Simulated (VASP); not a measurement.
# BaTiO3 (Pm-3m) in VASP: a series of runs, part 2 of 2

VASP 6.6.1.

## (4) Electric field gradients, r2SCAN

File POSCAR:

```
BaTiO3
1.0
    4.0076816357      0.0000000000      0.0000000000
    0.0000000000      4.0076816357      0.0000000000
    0.0000000000      0.0000000000      4.0076816357
Ba Ti O
1 1 3
Direct
    0.5000000000      0.5000000000      0.5000000000
    0.0000000000      0.0000000000      0.0000000000
    0.5000000000      0.0000000000      0.0000000000
    0.0000000000      0.5000000000      0.0000000000
    0.0000000000      0.0000000000      0.5000000000
```

File INCAR.step1:

```
SYSTEM = BaTiO3
PREC = Accurate
ENCUT = 520
ISMEAR = -1
SIGMA = 0.02
LREAL = .FALSE.
LASPH = .TRUE.
NELM = 100
NBANDS = 28
GGA = PE
ALGO = Normal
EDIFF = 1E-4
LWAVE = .TRUE.
LCHARG = .FALSE.
```

File INCAR.step2:

```
SYSTEM = BaTiO3
PREC = Accurate
ENCUT = 520
EDIFF = 1E-8
ISMEAR = -1
SIGMA = 0.02
LREAL = .FALSE.
LASPH = .TRUE.
NELM = 100
ALGO = Normal
ISIF = 2
LWAVE = .FALSE.
LCHARG = .FALSE.
METAGGA = R2SCAN
LMIXTAU = .TRUE.
LEFG = .TRUE.
NBANDS = 28
ISTART = 1
```

File KPOINTS:

```
regular mesh
0
G
  5 5 5
  0 0 0
```

Potentials or basis: VASP PAW PBE potentials, release 64 (Ba_sv, Ti_sv, O).

Run with:

```sh
$ cat potpaw_PBE.64/Ba_sv/POTCAR potpaw_PBE.64/Ti_sv/POTCAR potpaw_PBE.64/O/POTCAR > POTCAR
$ cp INCAR.step1 INCAR
$ mpirun -np 1 vasp_std > vasp.out
$ cp INCAR.step2 INCAR
$ mpirun -np 1 vasp_std > vasp.out
```

OUTCAR:

```text
SYSTEM = BaTiO3
   PREC = Accurate
   ENCUT = 520
   EDIFF = 1E-8
   ISMEAR = -1
   LREAL = .FALSE.
   LASPH = .TRUE.
   NELM = 100
   ISIF = 2
   METAGGA = R2SCAN
   ISTART = 1

 ion  position               nearest neighbor table
   1  0.500  0.500  0.500-   3 2.83   4 2.83   5 2.83   3 2.83   4 2.83   3 2.83   5 2.83   3 2.83
                             4 2.83   5 2.83   4 2.83   5 2.83   2 3.47   2 3.47   2 3.47   2 3.47
   2  0.000  0.000  0.000-   3 2.00   4 2.00   5 2.00   5 2.00   4 2.00   3 2.00   1 3.47   1 3.47
                             1 3.47   1 3.47   1 3.47   1 3.47   1 3.47   1 3.47
   3  0.500  0.000  0.000-   2 2.00   2 2.00   1 2.83   1 2.83   1 2.83   1 2.83
   4  0.000  0.500  0.000-   2 2.00   2 2.00   1 2.83   1 2.83   1 2.83   1 2.83
   5  0.000  0.000  0.500-   2 2.00   2 2.00   1 2.83   1 2.83   1 2.83   1 2.83

  LATTYP: Found a simple cubic cell.
 ALAT       =     4.0076816357

  Lattice vectors:

 A1 = (   4.0076816357,   0.0000000000,   0.0000000000)
 A2 = (   0.0000000000,   4.0076816357,   0.0000000000)
 A3 = (   0.0000000000,   0.0000000000,   4.0076816357)

Analysis of symmetry for initial positions (statically):
=====================================================================
 Subroutine PRICEL returns:
 Original cell was already a primitive cell.

 Routine SETGRP: Setting up the symmetry group for a
 simple cubic supercell.

 Subroutine GETGRP returns: Found 48 space group operations
 (whereof 48 operations were pure point group operations)
 out of a pool of 48 trial point group operations.

The static configuration has the point symmetry O_h .

Analysis of symmetry for dynamics (positions and initial velocities):
[... 472 lines left out ...]
  -------------------------------------------------------------------------------------
  Total        0.0493119      0.0493119      0.0493119      0.0000000      0.0000000     -0.0000000
  in kB        1.2273911      1.2273911      1.2273911      0.0000000      0.0000000     -0.0000000
  external PRESSURE =       1.2273911 kB  Pullay stress =       0.0000000 kB

 VOLUME and BASIS-vectors are now :
 -----------------------------------------------------------------------------
  energy-cutoff  :      520.00
  volume of cell :       64.37
      direct lattice vectors                 reciprocal lattice vectors
     4.007681636  0.000000000  0.000000000     0.249520818  0.000000000  0.000000000
     0.000000000  4.007681636  0.000000000     0.000000000  0.249520818  0.000000000
     0.000000000  0.000000000  4.007681636     0.000000000  0.000000000  0.249520818

 POSITION                                       TOTAL-FORCE (eV/Angst)
 -----------------------------------------------------------------------------------
      2.00384      2.00384      2.00384         0.000000      0.000000      0.000000
      0.00000      0.00000      0.00000         0.000000      0.000000      0.000000
      2.00384      0.00000      0.00000         0.000000      0.000000      0.000000
      0.00000      2.00384      0.00000         0.000000      0.000000      0.000000
      0.00000      0.00000      2.00384         0.000000      0.000000      0.000000
 -----------------------------------------------------------------------------------
    total drift:                               -0.000000     -0.000000      0.000000

  FREE ENERGIE OF THE ION-ELECTRON SYSTEM (eV)
  ---------------------------------------------------
  free  energy   TOTEN  =       -74.2327752212 eV

  energy  without entropy=      -74.2327752212  energy(sigma->0) =      -74.23277522

 Electric field gradients (V/A^2)
---------------------------------------------------------------------
 ion       V_xx      V_yy      V_zz      V_xy      V_xz      V_yz
---------------------------------------------------------------------
   1      -0.000    -0.000     0.000     0.000     0.000     0.000
   2       0.000    -0.000     0.000    -0.000    -0.000    -0.000
   3      29.907   -14.954   -14.954    -0.000    -0.000    -0.000
   4     -14.954    29.907   -14.954    -0.000     0.000     0.000
   5     -14.954   -14.954    29.907    -0.000    -0.000    -0.000
---------------------------------------------------------------------

 Electric field gradients after diagonalization (V/A^2)
 (convention: |V_zz| > |V_xx| > |V_yy|)
----------------------------------------------------------------------
 ion       V_xx      V_yy      V_zz     asymmetry (V_yy - V_xx)/ V_zz
----------------------------------------------------------------------
   1      -0.000    -0.000     0.000       0.379
   2      -0.000     0.000     0.000       0.829
   3     -14.954   -14.954    29.907       0.000
   4     -14.954   -14.954    29.907       0.000
   5     -14.954   -14.954    29.907       0.000
----------------------------------------------------------------------

           NMR quadrupolar parameters

 Cq : quadrupolar parameter    Cq=e*Q*V_zz/h
 eta: asymmetry parameters     (V_yy - V_xx)/ V_zz
 Q  : nuclear electric quadrupole moment in mb (millibarn)
----------------------------------------------------------------------
 ion       Cq(MHz)       eta       Q (mb)
----------------------------------------------------------------------
   1       0.000       0.379       1.000
   2       0.000       0.829       1.000
   3       0.072       0.000       1.000
   4       0.072       0.000       1.000
   5       0.072       0.000       1.000
----------------------------------------------------------------------
```

OUTCAR.step1:

```text
SYSTEM = BaTiO3
   PREC = Accurate
   ENCUT = 520
   ISMEAR = -1
   LREAL = .FALSE.
   LASPH = .TRUE.
[... 527 lines left out ...]
      2.00384      0.00000      0.00000         0.000000      0.000000      0.000000
      0.00000      2.00384      0.00000         0.000000      0.000000      0.000000
      0.00000      0.00000      2.00384         0.000000      0.000000      0.000000
 -----------------------------------------------------------------------------------
    total drift:                               -0.000000     -0.000000      0.000000

  FREE ENERGIE OF THE ION-ELECTRON SYSTEM (eV)
  ---------------------------------------------------
  free  energy   TOTEN  =       -39.9694238087 eV

  energy  without entropy=      -39.9694238087  energy(sigma->0) =      -39.96942381
```

OSZICAR.step1:

```text
N       E                     dE             d eps       ncg     rms          rms(c)
DAV:   1     0.430807376602E+03    0.43081E+03   -0.20316E+04   560   0.152E+03
DAV:   2    -0.675281198529E+01   -0.43756E+03   -0.41502E+03   656   0.417E+02
DAV:   3    -0.488897482251E+02   -0.42137E+02   -0.41744E+02   656   0.132E+02
DAV:   4    -0.509599018097E+02   -0.20702E+01   -0.20668E+01   880   0.255E+01
DAV:   5    -0.510014525460E+02   -0.41551E-01   -0.41537E-01   716   0.332E+00    0.228E+01
DAV:   6    -0.401602707809E+02    0.10841E+02   -0.58345E+01   840   0.657E+01    0.985E+00
DAV:   7    -0.401251999003E+02    0.35071E-01   -0.93537E+00   756   0.220E+01    0.651E+00
DAV:   8    -0.399571232671E+02    0.16808E+00   -0.61222E-01   652   0.724E+00    0.316E+00
DAV:   9    -0.399947955089E+02   -0.37672E-01   -0.29900E-01   804   0.436E+00    0.149E+00
DAV:  10    -0.399719361860E+02    0.22859E-01   -0.12692E-01   612   0.381E+00    0.478E-01
DAV:  11    -0.399694768495E+02    0.24593E-02   -0.13403E-02   696   0.730E-01    0.143E-01
DAV:  12    -0.399698327663E+02   -0.35592E-03   -0.25720E-03   740   0.456E-01    0.172E-01
DAV:  13    -0.399694202777E+02    0.41249E-03   -0.13246E-03   708   0.361E-01    0.136E-02
DAV:  14    -0.399694238087E+02   -0.35310E-05   -0.31775E-05   400   0.409E-02
   1 F= -.39969424E+02 E0= -.39969424E+02  d E =-.207683E-10
```

Wall time 2.7 min (1 thread of AMD EPYC 7R13 (Zen 3), shared host); peak memory 0.15 GiB.

Results:

| Property | Result |
| --- | --- |
| Free energy | -74.2328 eV |
| Pressure | 0.1 GPa |
| Band gap on the k mesh | 2.24 eV, indirect (least direct gap 2.28 eV) |

Electric field gradients, principal values (V/Å²):
```tsv
atom	least	middle	greatest (by size)
1 Ba	0.000	0.000	0.000
2 Ti	0.000	0.000	0.000
3 O	-14.954	-14.954	29.907
4 O	-14.954	-14.954	29.907
5 O	-14.954	-14.954	29.907
```

Caveat: without QUAD_EFG the Cq values of the log hold for a quadrupole moment of 1 mb, not for the nuclei; the PAW data sets were made with another functional, which shifts forces and pressure a little; spin-orbit coupling is left out, which moves the levels of the heavy elements.

## (5) Electric field gradients, PBE

File INCAR:

```
ALGO = Normal ; EDIFF = 1E-8
ENCUT = 910 ; GGA = PE
GGA_COMPAT = F ; ISIF = 2
ISMEAR = -1 ; LASPH = T
LCHARG = F ; LEFG = T
LREAL = F ; LWAVE = F
NBANDS = 28 ; NELM = 120
PREC = Accurate ; SIGMA = 0.02
```

File KPOINTS:

```
k-points
0
Gamma
  5 5 5
```

POSCAR is that of step 4.

Potentials or basis: VASP PAW PBE potentials, release 64 (Ba_sv, Ti_sv, O_h).

Run with:

```sh
$ cat potpaw_PBE.64/Ba_sv/POTCAR potpaw_PBE.64/Ti_sv/POTCAR potpaw_PBE.64/O_h/POTCAR > POTCAR
$ mpirun -np 1 vasp_std > vasp.out
```

OUTCAR:

```text
EDIFF = 1E-8
   ENCUT = 910
   GGA = PE
   ISIF = 2
   ISMEAR = -1
   LASPH = T
   LREAL = F
   NELM = 120
   PREC = Accurate

 ion  position               nearest neighbor table
   1  0.500  0.500  0.500-   3 2.83   4 2.83   5 2.83   3 2.83   4 2.83   3 2.83   5 2.83   3 2.83
                             4 2.83   5 2.83   4 2.83   5 2.83   2 3.47   2 3.47   2 3.47   2 3.47
   2  0.000  0.000  0.000-   3 2.00   4 2.00   5 2.00   5 2.00   4 2.00   3 2.00   1 3.47   1 3.47
                             1 3.47   1 3.47   1 3.47   1 3.47   1 3.47   1 3.47
   3  0.500  0.000  0.000-   2 2.00   2 2.00   1 2.83   1 2.83   1 2.83   1 2.83
   4  0.000  0.500  0.000-   2 2.00   2 2.00   1 2.83   1 2.83   1 2.83   1 2.83
   5  0.000  0.000  0.500-   2 2.00   2 2.00   1 2.83   1 2.83   1 2.83   1 2.83

  LATTYP: Found a simple cubic cell.
 ALAT       =     4.0076816357

  Lattice vectors:

 A1 = (   4.0076816357,   0.0000000000,   0.0000000000)
 A2 = (   0.0000000000,   4.0076816357,   0.0000000000)
 A3 = (   0.0000000000,   0.0000000000,   4.0076816357)

Analysis of symmetry for initial positions (statically):
=====================================================================
 Subroutine PRICEL returns:
 Original cell was already a primitive cell.
[... 504 lines left out ...]
 -----------------------------------------------------------------------------------
    total drift:                                0.000000      0.000000     -0.000000

  FREE ENERGIE OF THE ION-ELECTRON SYSTEM (eV)
  ---------------------------------------------------
  free  energy   TOTEN  =       -39.9935028730 eV

  energy  without entropy=      -39.9935028729  energy(sigma->0) =      -39.99350287

 Electric field gradients (V/A^2)
---------------------------------------------------------------------
 ion       V_xx      V_yy      V_zz      V_xy      V_xz      V_yz
---------------------------------------------------------------------
   1      -0.000     0.000     0.000     0.000     0.000    -0.000
   2       0.000     0.000    -0.000     0.000    -0.000    -0.000
   3      25.040   -12.520   -12.520    -0.000    -0.000     0.000
   4     -12.520    25.040   -12.520    -0.000     0.000    -0.000
   5     -12.520   -12.520    25.040    -0.000    -0.000    -0.000
---------------------------------------------------------------------

 Electric field gradients after diagonalization (V/A^2)
 (convention: |V_zz| > |V_xx| > |V_yy|)
----------------------------------------------------------------------
 ion       V_xx      V_yy      V_zz     asymmetry (V_yy - V_xx)/ V_zz
----------------------------------------------------------------------
   1      -0.000     0.000     0.000       0.631
   2       0.000     0.000    -0.000       0.101
   3     -12.520   -12.520    25.040       0.000
   4     -12.520   -12.520    25.040       0.000
   5     -12.520   -12.520    25.040       0.000
----------------------------------------------------------------------

           NMR quadrupolar parameters

 Cq : quadrupolar parameter    Cq=e*Q*V_zz/h
 eta: asymmetry parameters     (V_yy - V_xx)/ V_zz
 Q  : nuclear electric quadrupole moment in mb (millibarn)
----------------------------------------------------------------------
 ion       Cq(MHz)       eta       Q (mb)
----------------------------------------------------------------------
   1       0.000       0.631       1.000
   2      -0.000       0.101       1.000
   3       0.061       0.000       1.000
   4       0.061       0.000       1.000
   5       0.061       0.000       1.000
----------------------------------------------------------------------
```

stdout:

```text
POSCAR found type information on POSCAR BaTiO
 POSCAR found :  3 types and       5 ions
 scaLAPACK will be used
 LDA part: xc-table for (Slater+PW92), standard interpolation
 POSCAR, INCAR and KPOINTS ok, starting setup
 FFT: planning ... GRIDC
 FFT: planning ... GRID_SOFT
 FFT: planning ... GRID
 WAVECAR not read
 entering main loop
ion   1

ion   2

ion   3

ion   4

ion   5
```

Run time: 24 s. Hardware: 1 thread of Intel Xeon 6975P-C (Granite Rapids), shared host; peak memory 0.26 GiB.

What came out:

```
Free energy            : -39.9935 eV
Pressure               : 2.9 GPa
Band gap on the k mesh : 1.85 eV, indirect (least direct gap 1.88 eV)
```

Electric field gradients, principal values (V/Å²):
| atom | least | middle | greatest (by size) |
| --- | --- | --- | --- |
| 1 Ba | 0.000 | 0.000 | 0.000 |
| 2 Ti | 0.000 | 0.000 | 0.000 |
| 3 O | -12.520 | -12.520 | 25.040 |
| 4 O | -12.520 | -12.520 | 25.040 |
| 5 O | -12.520 | -12.520 | 25.040 |

Caveat: the cutoff is under 1.25 times the usual one of these potentials, so pressure, stress and relaxed cells hold a basis-set (Pulay) error; without QUAD_EFG the Cq values of the log hold for a quadrupole moment of 1 mb, not for the nuclei; spin-orbit coupling is left out, which moves the levels of the heavy elements.

## (6) Overview

```tsv
level	potentials or basis	cutoff (eV)	second run	gap on the mesh (eV)	pressure (GPa)
PBE	VASP PAW PBE potentials, release 64 (Ba_sv, Ti_sv, O)	520	-	1.85	3.2
PBE+D4	VASP PAW PBE potentials, release 64 (Ba_sv, Ti_sv, O)	520	-	1.85	0.3
r2SCAN	VASP PAW PBE potentials, release 64 (Ba_sv, Ti_sv, O)	520	-	2.24	0.1
PBE	VASP PAW PBE potentials, release 64 (Ba_sv, Ti_sv, O_h)	910	hard_potentials	1.85	2.9
```

Alike in all rows: task electric field gradients; no spin polarisation; cell as given; k mesh 5 × 5 × 5; smearing fermi-dirac 0.02 eV.

Caveats: spin-orbit coupling is left out, which moves the levels of the heavy elements; the PAW data sets were made with another functional, which shifts forces and pressure a little (some runs); the cutoff is under 1.25 times the usual one of these potentials, so pressure, stress and relaxed cells hold a basis-set (Pulay) error (some runs).

Absolute energies hang on the potentials; compare differences alone.
